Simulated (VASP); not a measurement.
# ZnGeO3 (ldaat) (R3c) in VASP: single point with LDA

Aim: the single point of ZnGeO3 (ldaat) with LDA.

Program: VASP 6.6.1. These are calculated values, not measurements. Logs are shortened: lines on timing, memory, paths and dates and some standing lists are left out, and cuts for length are marked.

### Step 1. The cell of the first run

Symmetry: R3c, No. 161, trigonal system. The conventional cell has a = 5.029 Å, b = 5.029 Å, c = 13.090 Å, α = 90.00°, β = 90.00°, γ = 120.00°. Within 2.5 Å of Zn (site symmetry 3) lie 3 O at 1.92 Å. Within 2.5 Å of Ge (site symmetry 3) lie 6 O at 1.91 to 1.92 Å. Within 2.5 Å of O (site symmetry 1) lie 2 Ge at 1.91 to 1.92 Å and 1 Zn at 1.92 Å.

### Step 2. Single point, LDA

INCAR reads:

```
SYSTEM = ZnGeO3
PREC     = Accurate       ! precision mode
ENCUT    = 600            ! plane-wave cutoff, eV
EDIFF    = 1E-6           ! SCF threshold, eV
ISMEAR   = 0              ! smearing method
SIGMA    = 0.01           ! smearing width, eV
LREAL    = .FALSE.        ! projectors in reciprocal space
LASPH    = .TRUE.         ! aspherical terms in the spheres
NELM     = 120            ! most SCF steps
ALGO     = Normal         ! electronic algorithm
ISIF     = 2              ! what is computed and relaxed
LWAVE    = .FALSE.        ! write WAVECAR
LCHARG   = .TRUE.         ! write CHGCAR
LELF     = .TRUE.         ! ELF
LVHAR    = .TRUE.       
NBANDS   = 55             ! bands
GGA_COMPAT= .FALSE.
```

KPOINTS reads:

```
Automatic mesh
0
G
  9 9 9
  0 0 0
```

POSCAR reads:

```
ZnGeO3
1.0
    2.5146295012      1.4518220211      4.3633823185
   -2.5146295012      1.4518220211      4.3633823185
    0.0000000000     -2.9036440373      4.3633823201
Zn Ge O
2 2 6
Direct
    0.7476943593      0.7476943593      0.7476943593
    0.2476943593      0.2476943593      0.2476943593
    0.5003760962      0.5003760962      0.5003760962
    1.0003760962      1.0003760962      1.0003760962
    0.8701409103      0.2528335584      0.6315540758
    0.6315540758      0.8701409103      0.2528335584
    0.2528335584      0.6315540758      0.8701409103
    0.3701409103      0.1315540758      0.7528335584
    0.7528335584      0.3701409103      0.1315540758
    0.1315540758      0.7528335584      0.3701409103
```

Potentials or basis: VASP PAW LDA potentials, release 64 (Zn, Ge_d, O).

Started as:

```bash
cat potpaw_LDA.64/Zn/POTCAR potpaw_LDA.64/Ge_d/POTCAR potpaw_LDA.64/O/POTCAR > POTCAR
mpirun -np 1 vasp_std > vasp.out
```

OUTCAR:

```text
SYSTEM = ZnGeO3
   PREC = Accurate
   ENCUT = 600
   EDIFF = 1E-6
   ISMEAR = 0
   LREAL = .FALSE.
   LASPH = .TRUE.
   NELM = 120
   ISIF = 2

 ion  position               nearest neighbor table
   1  0.748  0.748  0.748-   8 1.92   9 1.92  10 1.92
   2  0.248  0.248  0.248-   6 1.92   5 1.92   7 1.92
   3  0.500  0.500  0.500-  10 1.91   9 1.91   8 1.91   5 1.92   7 1.92   6 1.92
   4  0.000  0.000  0.000-   7 1.91   5 1.91   6 1.91   9 1.92  10 1.92   8 1.92
   5  0.870  0.253  0.632-   4 1.91   2 1.92   3 1.92
   6  0.632  0.870  0.253-   4 1.91   2 1.92   3 1.92
   7  0.253  0.632  0.870-   4 1.91   2 1.92   3 1.92
   8  0.370  0.132  0.753-   3 1.91   1 1.92   4 1.92
   9  0.753  0.370  0.132-   3 1.91   1 1.92   4 1.92
  10  0.132  0.753  0.370-   3 1.91   1 1.92   4 1.92

  LATTYP: Found a trigonal (rhomboedric) cell.
 ALAT       =     5.2412073005
 COS(alpha) =     0.5396211818

  Lattice vectors:

 A1 = (   2.5146295012,   1.4518220211,   4.3633823185)
 A2 = (  -2.5146295012,   1.4518220211,   4.3633823185)
 A3 = (   0.0000000000,  -2.9036440373,   4.3633823201)

Analysis of symmetry for initial positions (statically):
=====================================================================
 Subroutine PRICEL returns:
 Original cell was already a primitive cell.

 Routine SETGRP: Setting up the symmetry group for a
 trigonal (rhombohedral) supercell.

 Subroutine GETGRP returns: Found  6 space group operations
 (whereof  3 operations were pure point group operations)
 out of a pool of 12 trial point group operations.

The static configuration has the point symmetry C_3 .
 The point group associated with its full space group is C_3v.

Analysis of symmetry for dynamics (positions and initial velocities):
=====================================================================
 Subroutine PRICEL returns:
 Original cell was already a primitive cell.

 Routine SETGRP: Setting up the symmetry group for a
 trigonal (rhombohedral) supercell.

 Subroutine GETGRP returns: Found  6 space group operations
 (whereof  3 operations were pure point group operations)
 out of a pool of 12 trial point group operations.

[... 114 lines left out ...]
   LASPH  =      T    aspherical Exc in radial PAW
   ENCUT  =  600.0 eV  44.10 Ry    6.64 a.u.  10.47 10.47 10.47*2*pi/ulx,y,z
   NELM   =    120;   NELMIN=  2; NELMDL= -5     # of ELM steps
   EDIFF  = 0.1E-05   stopping-criterion for ELM
   LREAL  =      F    real-space projection
   EDIFFG = 0.1E-04   stopping-criterion for IOM
   NSW    =      0    number of steps for IOM
   IBRION =     -1    ionic relax: 0-MD 1-quasi-New 2-CG
   NFREE  =      0    steps in history (QN), initial steepest desc. (CG)
   ISIF   =      2    stress and relaxation
   ISYM   =      2    0-nonsym 1-usesym 2-fastsym
   POTIM  = 0.5000    time-step for ionic-motion
   TEBEG  =    0.0;   TEEND  =   0.0 temperature during run
   PSTRESS=    0.0 pullay stress
   NELECT =      88.0000    total number of electrons
   NUPDOWN=      -1.0000    fix difference up-down
   EMIN   =  10.00;   EMAX   =-10.00  energy-range for DOS
   EFERMI =   0.00;   METHOD = LEGACY
   ISMEAR =     0;   SIGMA  =   0.01  broadening in eV -4-tet -1-fermi 0-gaus
   EFERMI_NEDOS =   21; number of points for ismear=-14 and -15
   IALGO  =     38    algorithm
   IMIX   =      4    mixing-type and parameters
     AMIX     =   0.40;   BMIX     =  1.00
     AMIX_MAG =   1.60;   BMIX_MAG =  1.00
  volume/ion in A,a.u.               =       9.56        64.50
  Fermi-wavevector in a.u.,A,eV,Ry     =   1.592631  3.009636 34.510805  2.536473
  Thomas-Fermi vector in A             =   2.690986
   LORBIT       =      0    0 simple, 1 ext, 2 COOP (PROOUT), +10 PAW based schemes
   GGA     = CA    functional components
   LHFCALC =     F    Hartree Fock is set to
   AEXX    =    0.0000 exact exchange contribution
   IVDW    =     0    specifies the selected vdW correction
   LEPSILON=     F    determine dielectric tensor
   LRPA    =     F    only Hartree local field effects (RPA)
 non-spin polarized calculation
 Gauss-broadening in eV      SIGMA  =   0.01
  energy-cutoff  :      600.00
  volume of cell :       95.58
 maximum number of plane-waves:      3205
 NGX is ok and might be reduce to    42
   NGX = 21   NGY = 21   NGZ = 21

 number of electron      88.0000006 magnetization

 Free energy of the ion-electron system (eV)
  ---------------------------------------------------
  ext. energy  EPLUGINS =         0.00000000
  ---------------------------------------------------
  free energy    TOTEN  =       -64.37154010 eV

  energy without entropy =      -64.37154010  energy(sigma->0) =      -64.37154010

 E-fermi :   3.9774     XC(G=0): -12.7624

 val. band max:        3.8929830994   @ k =   0.0000   0.0000   0.0000
 cond. band min:       5.6160101476   @ k =   0.0000   0.0000   0.0000
 fundamental gap:      1.7230270482
 Fermi energy:         3.9774313403

 k-point     1 :       0.0000    0.0000    0.0000
  band No.  band energies     occupation
      1     -20.2282      2.00000
      2     -20.2282      2.00000
      3     -20.0559      2.00000
      4     -20.0559      2.00000
      5     -19.9533      2.00000
      6     -19.9533      2.00000
[... 1381 lines left out ...]
     54      14.7091      0.00000
     55      15.3393      0.00000

 [... further k-points ...]
[... 5 lines left out ...]
  --------------------------------------------------------------------------------------
  -------------------------------------------------------------------------------------
  Total       -3.1786929     -3.1786929     -4.7721304      0.0000000     -0.0000000      0.0000000
  in kB      -53.2840535    -53.2840535    -79.9946571      0.0000000     -0.0000000      0.0000000
  external PRESSURE =     -62.1875880 kB  Pullay stress =       0.0000000 kB

 VOLUME and BASIS-vectors are now :
 -----------------------------------------------------------------------------
  energy-cutoff  :      600.00
  volume of cell :       95.58
      direct lattice vectors                 reciprocal lattice vectors
     2.514629501  1.451822021  4.363382319     0.198836449  0.114798277  0.076393336
    -2.514629501  1.451822021  4.363382319    -0.198836449  0.114798277  0.076393336
     0.000000000 -2.903644037  4.363382320     0.000000000 -0.229596554  0.076393336

 POSITION                                       TOTAL-FORCE (eV/Angst)
 -----------------------------------------------------------------------------------
      0.00000      0.00000      9.78743         0.000000     -0.000000     -0.062705
      0.00000      0.00000      3.24236         0.000000     -0.000000     -0.062705
      0.00000      0.00000      6.55000         0.000000      0.000000      0.010847
      0.00000      0.00000      0.00492         0.000000      0.000000      0.010847
      1.55230     -0.20345      7.65568        -0.016983      0.009867      0.017286
     -0.59996      1.44606      7.65568        -0.000054     -0.019641      0.017286
     -0.95234     -1.24261      7.65568         0.017037      0.009774      0.017286
      0.59996     -1.45759      5.47399         0.000054     -0.019641      0.017286
      0.96233      1.24837      5.47399         0.016983      0.009867      0.017286
     -1.56229      0.20922      5.47399        -0.017037      0.009774      0.017286
 -----------------------------------------------------------------------------------
    total drift:                                0.000000      0.000000      0.001446

  FREE ENERGIE OF THE ION-ELECTRON SYSTEM (eV)
  ---------------------------------------------------
  free  energy   TOTEN  =       -64.3715400993 eV

  energy  without entropy=      -64.3715400993  energy(sigma->0) =      -64.37154010
```

It took 8.8 min on 1 thread of AMD EPYC 9R45 (Zen 5), shared host; peak memory 0.49 GiB.

Results:

| Item | Value |
| --- | --- |
| Free energy | -64.3715 eV |
| Pressure | -6.2 GPa |
| Largest force | 0.063 eV/Å |
| Band gap on the k mesh | 1.72 eV, direct |

Forces in eV/Å, atoms in the order of the input:
```
Zn   0.000  0.000 -0.063
Zn   0.000  0.000 -0.063
Ge   0.000  0.000  0.011
Ge   0.000  0.000  0.011
O   -0.017  0.010  0.017
O    0.000 -0.020  0.017
O    0.017  0.010  0.017
O    0.000 -0.020  0.017
O    0.017  0.010  0.017
O   -0.017  0.010  0.017
```

Stress tensor (GPa, compression positive):
```
-5.33  0.00  0.00
 0.00 -5.33  0.00
 0.00  0.00 -8.00
```

A k mesh can miss the band edges. LDA gaps usually lie below the measured ones, often by a third to a half.
